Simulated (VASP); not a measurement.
# Te2Mo in VASP: single point with PBE+D3(BJ)

Aim: the single point of Te2Mo with PBE+D3(BJ).

Program: VASP 6.6.1. These are calculated values, not measurements. Logs are shortened: lines on timing, memory, paths and dates and some standing lists are left out, and cuts for length are marked.

## (1) The cell of the first run

The cell holds a slab with vacuum, 6 atoms: a = 3.504 Å, b = 3.504 Å, c = 24.768 Å, α = 90.00°, β = 90.00°, γ = 120.00°.

## (2) Single point, PBE+D3(BJ) (layers slid over each other, then relaxed in part)

Contents of INCAR:

```
  PREC = Accurate
  ENCUT = 520
  EDIFF = 1E-6
  ISMEAR = 0
  SIGMA = 0.05
  LREAL = F
  LASPH = T
  NELM = 80
  ALGO = Normal
  ISIF = 2
  LWAVE = F
  LCHARG = F
  LDIPOL = T
  IDIPOL = 3
  DIPOL = 0.5 0.5 0.397
  GGA = PE
  IVDW = 12
  NBANDS = 35
```

Contents of KPOINTS:

```
regular mesh
0
Gamma
  9 9 1
```

Contents of POSCAR:

```
Te2Mo
1.0
    3.5038818256      0.0000000000      0.0000000000
   -1.7519409128      3.0344506729      0.0000000000
    0.0000000000      0.0000000000     24.7677191314
Te Mo
4 2
Direct
    0.3333333333      0.6666666667      0.1816881069
    0.3333333333      0.6666666667      0.3282958921
    0.5000000000      1.3333333333      0.4652965117
    0.5000000000      1.3333333333      0.6118841716
    0.6666666667      0.3333333333      0.2549703472
    0.8333333333      1.0000000000      0.5385476238
```

Potentials or basis: VASP PAW PBE potentials, release 64 (Te, Mo_sv).

The run is started by

```
> cat potpaw_PBE.64/Te/POTCAR potpaw_PBE.64/Mo_sv/POTCAR > POTCAR
> mpirun -np 1 vasp_std > vasp.out
```

OUTCAR:

```text
PREC = Accurate
   ENCUT = 520
   EDIFF = 1E-6
   ISMEAR = 0
   LREAL = F
   LASPH = T
   NELM = 80
   ISIF = 2
   GGA = PE
   IVDW = 12
 IVDW          = 12

 ion  position               nearest neighbor table
   1  0.333  0.667  0.182-   5 2.72   5 2.72   5 2.72   2 3.63
   2  0.333  0.667  0.328-   5 2.72   5 2.72   5 2.72   1 3.63
   3  0.500  0.333  0.465-   6 2.72   6 2.72   6 2.72   4 3.63
   4  0.500  0.333  0.612-   6 2.72   6 2.72   6 2.72   3 3.63
   5  0.667  0.333  0.255-   1 2.72   1 2.72   1 2.72   2 2.72   2 2.72   2 2.72
   6  0.833  0.000  0.539-   3 2.72   3 2.72   3 2.72   4 2.72   4 2.72   4 2.72

  LATTYP: Found a hexagonal cell.
 ALAT       =     3.5038818256
 C/A-ratio  =     7.0686513884

  Lattice vectors:

 A1 = (   3.5038818256,   0.0000000000,   0.0000000000)
 A2 = (  -1.7519409128,   3.0344506729,   0.0000000000)
 A3 = (   0.0000000000,   0.0000000000,  24.7677191314)

Analysis of symmetry for initial positions (statically):
=====================================================================
 Subroutine PRICEL returns:
 Original cell was already a primitive cell.

 Routine SETGRP: Setting up the symmetry group for a
 hexagonal supercell.

 Subroutine GETGRP returns: Found  1 space group operations
 (whereof  1 operations were pure point group operations)
 out of a pool of 24 trial point group operations.

The static configuration has the point symmetry C_1 .

Analysis of symmetry for dynamics (positions and initial velocities):
=====================================================================
 Subroutine PRICEL returns:
 Original cell was already a primitive cell.

 Routine SETGRP: Setting up the symmetry group for a
 hexagonal supercell.

 Subroutine GETGRP returns: Found  1 space group operations
 (whereof  1 operations were pure point group operations)
 out of a pool of 24 trial point group operations.

The dynamic configuration has the point symmetry C_1 .

 Subroutine INISYM returns: Found  1 space group operations
 (whereof  1 operations are pure point group operations),
 and found     1 'primitive' translations

----------------------------------------------------------------------------------------

                                     Primitive cell

  volume of cell :     263.3392

  direct lattice vectors                    reciprocal lattice vectors
     3.503881826  0.000000000  0.000000000     0.285397753  0.164774470  0.000000000
    -1.751940913  3.034450673  0.000000000     0.000000000  0.329548939  0.000000000
     0.000000000  0.000000000 24.767719131     0.000000000  0.000000000  0.040375135

  length of vectors
     3.503881826  3.503881826 24.767719131     0.329548939  0.329548939  0.040375135

  position of ions in fractional coordinates (direct lattice)
     0.333333333  0.666666667  0.181688107
     0.333333333  0.666666667  0.328295892
     0.500000000  0.333333333  0.465296512
     0.500000000  0.333333333  0.611884172
     0.666666667  0.333333333  0.254970347
     0.833333333  0.000000000  0.538547624

  ion indices of the primitive-cell ions
   primitive index   ion index
                 1           1
                 2           2
                 3           3
                 4           4
                 5           5
                 6           6

----------------------------------------------------------------------------------------

 KPOINTS: regular mesh

Automatic generation of k-mesh.
 Grid dimensions read from file:
 generate k-points for:    9    9    1

 Generating k-lattice:

  Cartesian coordinates                     Fractional coordinates (reciprocal lattice)
     0.031710861  0.018308274  0.000000000     0.111111111 -0.000000000  0.000000000
     0.000000000  0.036616549  0.000000000     0.000000000  0.111111111  0.000000000
     0.000000000  0.000000000  0.040375135     0.000000000  0.000000000  1.000000000

  Length of vectors
     0.036616549  0.036616549  0.040375135

  Shift w.r.t. Gamma in fractional coordinates (k-lattice)
     0.000000000  0.000000000  0.000000000

 Subroutine IBZKPT returns following result:
 ===========================================

 Found     41 irreducible k-points:

 Following reciprocal coordinates:
            Coordinates               Weight
  0.000000  0.000000  0.000000      1.000000
  0.111111  0.000000  0.000000      2.000000
  0.000000  0.111111  0.000000      2.000000
 -0.111111  0.111111  0.000000      2.000000
  0.222222  0.000000  0.000000      2.000000
  0.000000  0.222222  0.000000      2.000000
[... 16 lines left out ...]
  0.333333  0.111111  0.000000      2.000000
 -0.111111  0.444444  0.000000      2.000000
 [... further k-points ...]
   k-points           NKPTS =     41   k-points in BZ     NKDIM =     41   number of bands    NBANDS=     35
   number of dos      NEDOS =    301   number of ions     NIONS =      6
   total plane-waves  NPLWV = 150528
   dimension x,y,z NGX =    28 NGY =   28 NGZ =  192
   dimension x,y,z NGXF=    56 NGYF=   56 NGZF=  384
   ions per type =               4   2
   NGX,Y,Z   is equivalent  to a cutoff of  13.28, 13.28, 12.89 a.u.
   NGXF,Y,Z  is equivalent  to a cutoff of  26.57, 26.57, 25.77 a.u.
 SYSTEM =  unknown system
   PREC   = accura    normal or accurate (medium, high low for compatibility)
   ISTART =      0    job   : 0-new  1-cont  2-samecut
   ICHARG =      2    charge: 1-file 2-atom 10-const
   ISPIN  =      1    spin polarized calculation?
   LNONCOLLINEAR =      F non collinear calculations
   LSORBIT =      F    spin-orbit coupling
   LASPH  =      T    aspherical Exc in radial PAW
   ENCUT  =  520.0 eV  38.22 Ry    6.18 a.u.   6.51  6.51 46.05*2*pi/ulx,y,z
   NELM   =     80;   NELMIN=  2; NELMDL= -5     # of ELM steps
   EDIFF  = 0.1E-05   stopping-criterion for ELM
   LREAL  =      F    real-space projection
   EDIFFG = 0.1E-04   stopping-criterion for IOM
   NSW    =      0    number of steps for IOM
   IBRION =     -1    ionic relax: 0-MD 1-quasi-New 2-CG
   NFREE  =      0    steps in history (QN), initial steepest desc. (CG)
   ISIF   =      2    stress and relaxation
   ISYM   =      2    0-nonsym 1-usesym 2-fastsym
   POTIM  = 0.5000    time-step for ionic-motion
   TEBEG  =    0.0;   TEEND  =   0.0 temperature during run
   PSTRESS=    0.0 pullay stress
   NELECT =      52.0000    total number of electrons
   NUPDOWN=      -1.0000    fix difference up-down
   EMIN   =  10.00;   EMAX   =-10.00  energy-range for DOS
   EFERMI =   0.00;   METHOD = LEGACY
   ISMEAR =     0;   SIGMA  =   0.05  broadening in eV -4-tet -1-fermi 0-gaus
   EFERMI_NEDOS =   21; number of points for ismear=-14 and -15
   IALGO  =     38    algorithm
   IMIX   =      4    mixing-type and parameters
     AMIX     =   0.40;   BMIX     =  1.00
     AMIX_MAG =   1.60;   BMIX_MAG =  1.00
  volume/ion in A,a.u.               =      43.89       296.18
  Fermi-wavevector in a.u.,A,eV,Ry     =   0.953317  1.801508 12.365161  0.908814
  Thomas-Fermi vector in A             =   2.081961
   LORBIT       =      0    0 simple, 1 ext, 2 COOP (PROOUT), +10 PAW based schemes
   GGA     = PE    functional components
   LHFCALC =     F    Hartree Fock is set to
   AEXX    =    0.0000 exact exchange contribution
   IVDW    =    12    specifies the selected vdW correction
   LEPSILON=     F    determine dielectric tensor
   LRPA    =     F    only Hartree local field effects (RPA)
 non-spin polarized calculation
 Gauss-broadening in eV      SIGMA  =   0.05
  energy-cutoff  :      520.00
  volume of cell :      263.34
 maximum number of plane-waves:      7173
 NGX is ok and might be reduce to    28
   NGX = 13   NGY = 13   NGZ = 93

 dipolmoment           0.000000      0.000000     -0.000001 electrons x Angstroem

 number of electron      51.9999998 magnetization

 dipolmoment           0.000000      0.000000      0.002465 electrons x Angstroem

 Free energy of the ion-electron system (eV)
  ---------------------------------------------------
  ext. energy  EPLUGINS =         0.00000000
  ---------------------------------------------------
  free energy    TOTEN  =       -35.95676162 eV

  energy without entropy =      -35.95676162  energy(sigma->0) =      -35.95676162

 E-fermi :   2.8561     XC(G=0):  -6.3806

 val. band max:        2.5038926366   @ k =   0.0000   0.0000   0.0000
 cond. band min:       3.5692957256   @ k =   0.2222   0.2222   0.0000
 fundamental gap:      1.0654030890
 Fermi energy:         2.8561091712

 k-point     1 :       0.0000    0.0000    0.0000
  band No.  band energies     occupation
      1     -58.2018      2.00000
      2     -58.1635      2.00000
      3     -32.3805      2.00000
      4     -32.3409      2.00000
      5     -32.2359      2.00000
      6     -32.2343      2.00000
[... 27 lines left out ...]
     34       6.0281      0.00000
     35       6.6643      0.00000

 k-point     2 :       0.1111    0.0000    0.0000
  band No.  band energies     occupation
      1     -58.2006      2.00000
      2     -58.1623      2.00000
      3     -32.3770      2.00000
      4     -32.3374      2.00000
      5     -32.2505      2.00000
      6     -32.2394      2.00000
[... 27 lines left out ...]
     34       5.8832      0.00000
     35       6.9016      0.00000

 k-point     3 :       0.0000    0.1111    0.0000
  band No.  band energies     occupation
      1     -58.2006      2.00000
      2     -58.1623      2.00000
      3     -32.3770      2.00000
      4     -32.3374      2.00000
      5     -32.2509      2.00000
      6     -32.2389      2.00000
[... 27 lines left out ...]
     34       5.8283      0.00000
     35       6.9038      0.00000

 k-point     4 :      -0.1111    0.1111    0.0000
  band No.  band energies     occupation
      1     -58.2006      2.00000
      2     -58.1623      2.00000
      3     -32.3770      2.00000
      4     -32.3374      2.00000
      5     -32.2518      2.00000
      6     -32.2380      2.00000
[... 27 lines left out ...]
     34       5.8392      0.00000
     35       6.9049      0.00000

 k-point     5 :       0.2222    0.0000    0.0000
  band No.  band energies     occupation
      1     -58.1975      2.00000
      2     -58.1592      2.00000
      3     -32.3681      2.00000
      4     -32.3286      2.00000
      5     -32.2906      2.00000
      6     -32.2537      2.00000
[... 638 lines left out ...]
 k-point    22 :       0.3333   -0.1111    0.0000
  band No.  band energies     occupation
      1     -58.1952      2.00000
      2     -58.1569      2.00000
      3     -32.3614      2.00000
      4     -32.3219      2.00000
      5     -32.3169      2.00000
      6     -32.2794      2.00000
[... 27 lines left out ...]
     34       6.0604      0.00000
     35       8.0011      0.00000

 k-point    23 :       0.3333    0.1111    0.0000
  band No.  band energies     occupation
      1     -58.1923      2.00000
      2     -58.1540      2.00000
      3     -32.3534      2.00000
      4     -32.3503      2.00000
      5     -32.3163      2.00000
      6     -32.3112      2.00000
[... 27 lines left out ...]
     34       6.1938      0.00000
     35       7.2451      0.00000

 k-point    24 :      -0.1111    0.4444    0.0000
  band No.  band energies     occupation
      1     -58.1923      2.00000
      2     -58.1540      2.00000
      3     -32.3538      2.00000
      4     -32.3507      2.00000
      5     -32.3151      2.00000
      6     -32.3127      2.00000
[... 27 lines left out ...]
     34       6.1203      0.00000
     35       7.3246      0.00000

 [... further k-points ...]

------------------------ aborting loop because EDIFF is reached ----------------------------------------

 vacuum level on the upper side and lower side of the slab       (xc-potential included)        -0.156        -0.198

 Edisp (eV)   -2.80866

 E8    (eV) :    -1.3287

  FORCE on cell =-STRESS in cart. coord.  units (eV):
  Direction    XX          YY          ZZ          XY          YZ          ZX
  --------------------------------------------------------------------------------------
  -------------------------------------------------------------------------------------
  Total      -0.07011    -0.01918     0.04094    -0.14469    -0.21038     0.37006
  in kB      -0.42659    -0.11670     0.24911    -0.88033    -1.27995     2.25148
  external pressure =       -0.10 kB  Pullay stress =        0.00 kB

 VOLUME and BASIS-vectors are now :
 -----------------------------------------------------------------------------
  energy-cutoff  :      520.00
  volume of cell :      263.34
      direct lattice vectors                 reciprocal lattice vectors
     3.503881826  0.000000000  0.000000000     0.285397753  0.164774470  0.000000000
    -1.751940913  3.034450673  0.000000000     0.000000000  0.329548939  0.000000000
     0.000000000  0.000000000 24.767719131     0.000000000  0.000000000  0.040375135

 POSITION                                       TOTAL-FORCE (eV/Angst)
 -----------------------------------------------------------------------------------
     -0.00000      2.02297      4.50000         0.005796     -0.000210     -0.013165
     -0.00000      2.02297      8.13114        -0.072943      0.041335      0.014798
      1.16796      1.01148     11.52433         0.069898     -0.042732     -0.013793
      1.16796      1.01148     15.15498         0.002028      0.001692      0.014481
      1.75194      1.01148      6.31503        -0.023613      0.011145     -0.000874
      2.91990      0.00000     13.33860         0.018833     -0.011230     -0.001447
 -----------------------------------------------------------------------------------
    total drift:                                0.000366      0.000093     -0.000386

  FREE ENERGIE OF THE ION-ELECTRON SYSTEM (eV)
  ---------------------------------------------------
  free  energy   TOTEN  =       -38.7654254815 eV

  energy  without entropy=      -38.7654254815  energy(sigma->0) =      -38.76542548

 vacuum level on the upper side and lower side of the slab         7.197         7.154
```

Run time: 7 min. Hardware: 1 thread of Intel Xeon Platinum 8488C (Sapphire Rapids), shared host; peak memory 0.57 GiB.

What came out:

```yaml
Free_energy: -38.7654 eV
Largest_force: 0.085 eV/Å
Band_gap_on_the_k_mesh: 1.07 eV (least direct gap 1.14 eV)
Dispersion_energy_per_atom: -0.468 eV
```

Forces in eV/Å, atoms in the order of the input:
```
Te   0.006  0.000 -0.013
Te  -0.073  0.041  0.015
Te   0.070 -0.043 -0.014
Te   0.002  0.002  0.014
Mo  -0.024  0.011 -0.001
Mo   0.019 -0.011 -0.001
```

Caveat: the cell differs from its parent crystal (layers slid over each other, then relaxed in part); spin-orbit coupling is left out, which moves the levels of the heavy elements.
